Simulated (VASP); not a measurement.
Crystal: Ga2S.

```
Ga S
1.0
     3.51736    0.00000    0.00000
    -1.75868    3.04612    0.00000
     0.00000    0.00000    6.34521
Ga S
2 1
Direct
  0.33333 0.66667 0.50000
  0.66667 0.33333 0.50000
  0.00000 0.00000 0.50000
```

The cell was generated, and may not be a known phase.

* Program: VASP 6.6.1
* Task: relaxation of cell and atoms
* Functional: PBE
* Potentials or basis: VASP PAW PBE potentials, release 64 (Ga_d, S)
* Cutoff: 600 eV
* k mesh: 6 × 6 × 4
* Occupations: gaussian, width 0.1 eV
* Spin: no spin polarisation

At the start: pressure 94.2 GPa; volume 22.66 Å³/atom.

Where does the relaxation end?

Over 7 steps the energy falls by 4352.1 meV/atom and the volume is 45.19 Å³/atom (+99.4 %); space group P6/mmm (No. 191, to 0.1 Å) before and after.

The path:
```
step  energy change (eV)  largest force (eV/Å)  pressure (GPa)  volume (Å³)
   1              0.0000                0.0000           94.18        67.98
   2             -4.1528                0.0000          -18.56       262.08
   3            -12.9442                0.0000           -1.80       148.02
   4            -12.9995                0.0000           -1.32       144.25
   5            -13.0560                0.0000            0.12       135.14
   6            -13.0552                0.0000           -0.23       136.71
   7            -13.0562                0.0000            0.00       135.56
```

Final structure:
```
CELL_PARAMETERS angstrom
4.96964 0.00000 0.00000
-2.48482 4.30383 0.00000
0.00000 0.00000 6.33807
ATOMIC_POSITIONS crystal
Ga 0.33333 0.66667 0.50000
Ga 0.66667 0.33333 0.50000
S 0.00000 0.00000 0.50000
```

Caveat: the volume moved by over 15 % at a fixed basis, so the end points are rough; the relaxation moved the vacuum too, so the length across it says nothing of the material.
